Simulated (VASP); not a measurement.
# Os4C (Fd-3m) in VASP: notebook, part 2 of 2

VASP 6.6.1. The steps go on from the part before.

### Step 3. Relaxation of cell and atoms, PBE

This run uses another cell than the first one, of 13.62 Å³/atom.

Input file INCAR:

```
ALGO = Normal
EDIFF = 1E-6
EDIFFG = -0.01
ENCUT = 600
GGA = PE
IBRION = 2
ISIF = 3
ISMEAR = 0
LASPH = True
LCHARG = False
LREAL = False
LWAVE = False
NELM = 100
NSW = 100
PREC = Accurate
SIGMA = 0.1
```

Input file KPOINTS:

```
k-points
0
Gamma
  8 8 8
```

Input file POSCAR:

```
Os4C
1.0
    0.0000000000      4.0832968867      4.0832968867
    4.0832968867      0.0000000000      4.0832968867
    4.0832968867      4.0832968867      0.0000000000
Os C
8 2
Direct
    0.8878453985      0.8878453985      0.8878453985
    0.8878453985      0.8878453985      0.3364638045
    0.8878453985      0.3364638045      0.8878453985
    0.3621546015      0.3621546015      0.9135361955
    0.3621546015      0.3621546015      0.3621546015
    0.3364638045      0.8878453985      0.8878453985
    0.3621546015      0.9135361955      0.3621546015
    0.9135361955      0.3621546015      0.3621546015
    0.5000000000      0.5000000000      0.5000000000
    0.7500000000      0.7500000000      0.7500000000
```

Potentials or basis: VASP PAW PBE potentials, release 64 (Os, C).

Run with:

```bash
cat potpaw_PBE.64/Os/POTCAR potpaw_PBE.64/C/POTCAR > POTCAR
mpirun -np 1 vasp_std > vasp.out
```

OUTCAR:

```text
EDIFF = 1E-6
   EDIFFG = -0.01
   ENCUT = 600
   GGA = PE
   IBRION = 2
   ISIF = 3
   ISMEAR = 0
   LASPH = True
   LREAL = False
   NELM = 100
   NSW = 100
   PREC = Accurate

 ion  position               nearest neighbor table
   1  0.888  0.888  0.888-  10 1.95   3 2.59   6 2.59   2 2.59   7 2.89   8 2.89   4 2.89   8 2.89
                             4 2.89   7 2.89   2 3.18   6 3.18   3 3.18
   2  0.888  0.888  0.336-  10 1.95   3 2.59   6 2.59   1 2.59   8 2.89   7 2.89   5 2.89   5 2.89
                             8 2.89   7 2.89   6 3.18   1 3.18   3 3.18
   3  0.888  0.336  0.888-  10 1.95   2 2.59   6 2.59   1 2.59   4 2.89   8 2.89   5 2.89   5 2.89
                             4 2.89   8 2.89   6 3.18   1 3.18   2 3.18
   4  0.362  0.362  0.914-   9 1.95   7 2.59   8 2.59   5 2.59   3 2.89   6 2.89   1 2.89   1 2.89
                             6 2.89   3 2.89   8 3.18   7 3.18   5 3.18
   5  0.362  0.362  0.362-   9 1.95   7 2.59   8 2.59   4 2.59   3 2.89   6 2.89   2 2.89   3 2.89
                             2 2.89   6 2.89   4 3.18   7 3.18   8 3.18
[... 402 lines left out ...]
 fundamental gap:      0.0193752514
 Fermi energy:         7.8769635272

 k-point     1 :       0.0000    0.0000    0.0000
  band No.  band energies     occupation
      1      -5.4080      2.00000
      2      -4.5717      2.00000
      3       0.1324      2.00000
      4       0.4187      2.00000
      5       0.4187      2.00000
      6       0.4187      2.00000
[... 1093 lines left out ...]
     42       9.2988      0.00000
     43       9.7321      0.00000

 [... further k-points ...]

------------------------ aborting loop because EDIFF is reached ----------------------------------------

  FORCE on cell =-STRESS in cart. coord.  units (eV):
  Direction    XX          YY          ZZ          XY          YZ          ZX
  --------------------------------------------------------------------------------------
  -------------------------------------------------------------------------------------
  Total        0.0158221      0.0158221      0.0158221      0.0000000     -0.0000000      0.0000000
  in kB        0.1853326      0.1853326      0.1853326      0.0000000     -0.0000000      0.0000000
  external PRESSURE =       0.1853326 kB  Pullay stress =       0.0000000 kB
[... 25 lines left out ...]
  FREE ENERGIE OF THE ION-ELECTRON SYSTEM (eV)
  ---------------------------------------------------
  free  energy   TOTEN  =      -101.4532271846 eV

  energy  without entropy=     -101.4151420068  energy(sigma->0) =     -101.43418460

 reached required accuracy - stopping structural energy minimisation
```

CONTCAR:

```text
Os4C
   1.00000000000000
     0.0000000000000000    4.0894417210278400    4.0894417210278400
     4.0894417210278400    0.0000000000000000    4.0894417210278400
     4.0894417210278400    4.0894417210278400   -0.0000000000000000
  Os              C
     8     2
Direct
     0.8881967181347645    0.8881967181347645    0.8881967181347645
     0.8881967181347645    0.8881967181347645    0.3354098455956996
     0.8881967181347645    0.3354098455956996    0.8881967181347645
     0.3618032818652355    0.3618032818652355    0.9145901544043005
     0.3618032818652355    0.3618032818652355    0.3618032818652355
     0.3354098455956996    0.8881967181347645    0.8881967181347645
     0.3618032818652355    0.9145901544043005    0.3618032818652355
     0.9145901544043005    0.3618032818652355    0.3618032818652355
     0.5000000000000000    0.5000000000000000    0.5000000000000000
     0.7500000000000000    0.7500000000000000    0.7500000000000000

  0.00000000E+00  0.00000000E+00  0.00000000E+00
  0.00000000E+00  0.00000000E+00  0.00000000E+00
  0.00000000E+00  0.00000000E+00  0.00000000E+00
  0.00000000E+00  0.00000000E+00  0.00000000E+00
  0.00000000E+00  0.00000000E+00  0.00000000E+00
  0.00000000E+00  0.00000000E+00  0.00000000E+00
  0.00000000E+00  0.00000000E+00  0.00000000E+00
  0.00000000E+00  0.00000000E+00  0.00000000E+00
  0.00000000E+00  0.00000000E+00  0.00000000E+00
  0.00000000E+00  0.00000000E+00  0.00000000E+00
```

It took 19 min on 1 thread of Intel Xeon 8259CL, shared host; peak memory 0.44 GiB.

Results:

* Free energy: -101.4532 eV
* Relaxed volume: 13.68 Å³/atom
* Relaxed cell: a = 5.783 Å, b = 5.783 Å, c = 5.783 Å, α = 60.00°, β = 60.00°, γ = 60.00°
* Space group after relaxing (to 0.1 Å): Fd-3m (No. 227)
* Energy gained by relaxing: 0.7 meV/atom
* Ionic steps: 5
* Pressure after relaxing: 0.0 GPa
* Band gap on the k mesh: zero (bands 36 and 37 overlap by 1.61 eV)

The path:
| step | energy change (eV) | largest force (eV/Å) | pressure (GPa) | volume (Å³) |
| --- | --- | --- | --- | --- |
| 1 | 0.0000 | 0.2196 | 1.38 | 136.16 |
| 2 | 0.0188 | 0.2070 | -3.86 | 138.50 |
| 3 | -0.0063 | 0.0711 | -0.41 | 136.93 |
| 4 | -0.0051 | 0.1251 | 0.76 | 136.52 |
| 5 | -0.0070 | 0.0008 | 0.02 | 136.78 |

Final structure:
```
Os C
1.0
     0.00000    4.08944    4.08944
     4.08944    0.00000    4.08944
     4.08944    4.08944    0.00000
Os C
8 2
Direct
  0.88820 0.88820 0.88820
  0.88820 0.88820 0.33541
  0.88820 0.33541 0.88820
  0.36180 0.36180 0.91459
  0.36180 0.36180 0.36180
  0.33541 0.88820 0.88820
  0.36180 0.91459 0.36180
  0.91459 0.36180 0.36180
  0.50000 0.50000 0.50000
  0.75000 0.75000 0.75000
```

Caveat: spin-orbit coupling is left out, which moves the levels of the heavy elements.
